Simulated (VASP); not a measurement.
Write the native input for VASP 6.6.1 that does the following.

| Quantity | Value |
| --- | --- |
| Task | single point |
| Functional | LDA |
| Potentials or basis | VASP PAW LDA potentials, release 64 (Si) |
| Cutoff | 520 eV |
| k mesh | 22 × 24 × 7 |
| Occupations | gaussian, width 0.15 eV |
| Spin | no spin polarisation |
| Dipole correction | no |
| Further INCAR settings | ALGO = Normal; EDIFF = 1e-06; NBANDS = 16 |

The structure of Si lies in POSCAR:

```
Si
1.0
    1.3042457136     -2.2590198415      0.0000000000
    0.0000000000      0.0000000000     -2.4707612060
    8.2167479957      3.8403337306      0.0000000000
Si
4
Direct
   -0.2625000000      0.0000000000      0.8750000000
    0.4625000000      0.0000000000      0.1250000000
   -0.1125000000      0.0000000000      0.3750000000
    0.3125000000      0.0000000000      0.6250000000
```

The input as run:

INCAR

```
ALGO = Normal
EDIFF = 1E-6
ENCUT = 520
GGA = CA
ISIF = 2
ISMEAR = 0
LASPH = T
LCHARG = T
LELF = T
LREAL = F
LVHAR = T
LWAVE = F
NBANDS = 16
NELM = 80
PREC = Accurate
SIGMA = 0.15
```

KPOINTS

```
k-points
0
Gamma
  22 24 7
```

Potentials or basis: VASP PAW LDA potentials, release 64 (Si).

Launch:

```bash
$ cat potpaw_LDA.64/Si/POTCAR > POTCAR
$ mpirun -np 1 vasp_std > vasp.out
```

It gave:

The pressure is 2.3 GPa, the largest force is 0.955 eV/Å and the band gap on the k mesh is zero (bands 8 and 9 overlap by 7.99 eV).

It took 15 min on 1 thread of Oxide Virtual Turin-like Processor, with other jobs on the host, peak memory 0.64 GiB.
